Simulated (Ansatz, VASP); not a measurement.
# Hf in VASP and in Ansatz

POSCAR

```
Hf
1.0
    3.2135268677      0.0000000000      0.0000000000
   -1.6067634338      2.7829959032      0.0000000000
    0.0000000000      0.0000000000      5.0784534855
Hf
2
Direct
    0.3333333333      0.6666666667      0.2500000000
    0.6666666667      0.3333333333      0.7500000000
```

File INCAR.step1:

```
SYSTEM = Hf
PREC = Accurate ; ENCUT = 520
ISMEAR = -1 ; SIGMA = 0.05
LREAL = .FALSE. ; LASPH = .TRUE.
NELM = 60 ; NBANDS = 17
GGA = PE ; ALGO = Normal
EDIFF = 1E-4 ; LWAVE = .TRUE.
LCHARG = .FALSE.
```

File INCAR.step2:

```
SYSTEM = Hf
PREC = Accurate ; ENCUT = 520
EDIFF = 1E-8 ; ISMEAR = -1
SIGMA = 0.05 ; LREAL = .FALSE.
LASPH = .TRUE. ; NELM = 60
ALGO = Normal ; ISIF = 2
LWAVE = .FALSE. ; LCHARG = .FALSE.
METAGGA = R2SCAN ; LMIXTAU = .TRUE.
LEFG = .TRUE. ; NBANDS = 17
ISTART = 1
```

File KPOINTS:

```
Automatic mesh
0
G
  12 12 7
  0 0 0
```

Input for Ansatz:

```yaml
crystal:
  lattice:
    - [3.2135268677, 0.0, 0.0]
    - [-1.6067634338, 2.7829959032, 0.0]
    - [0.0, 0.0, 5.0784534855]
  atoms:
    - { symbol: Hf, position: [0.3333333333, 0.6666666667, 0.25] }
    - { symbol: Hf, position: [0.6666666667, 0.3333333333, 0.75] }
kpoints:
  mp_grid: { grid: [12, 12, 7] }
scf:
  occupations: { method: fermi_dirac, width: 0.05 }
hamiltonian:
  xc: r2scan
  pseudopotentials: { kind: paw }
output:
  forces: true
  stress: true
  eigenvalues: true
  efg: { contact_densities: true }
```

Change from the starting cell: volume scaled by 1.02, PAW files.

Alike in both runs: task electric field gradients; functional r2SCAN; k mesh 12 × 12 × 7; occupations fermi-dirac, width 0.05 eV; no spin polarisation.

```csv
,VASP,Ansatz
version,VASP 6.6.1,Ansatz 0.2.0
potentials or method,"VASP PAW PBE potentials, release 64 (Hf_pv)","PAW with Ansatz's default frozen-core files, scalar-relativistic"
plane-wave cutoff (eV),520,500
valence electrons in the cell,20,52
```

Ansatz gave:

| Item | Value |
| --- | --- |
| pressure (GPa) | -1.7 |
| traceless stress, the component that is largest in VASP (GPa) | -0.08 |
| size of Vzz on the site where it differs most (V/Å²) | 81.8 |

Q: What did VASP give for the same quantities?

A: Pressure (GPa): -2.3; traceless stress, the component that is largest in VASP (GPa): -0.19; size of Vzz on the site where it differs most (V/Å²): 72.5.

VASP's potentials were made for PBE, not for r2SCAN. VASP's potentials hold 20 valence electrons a cell and Ansatz's 52, so a difference there can come from the potentials and not from the codes.

Spin-orbit coupling is off throughout.
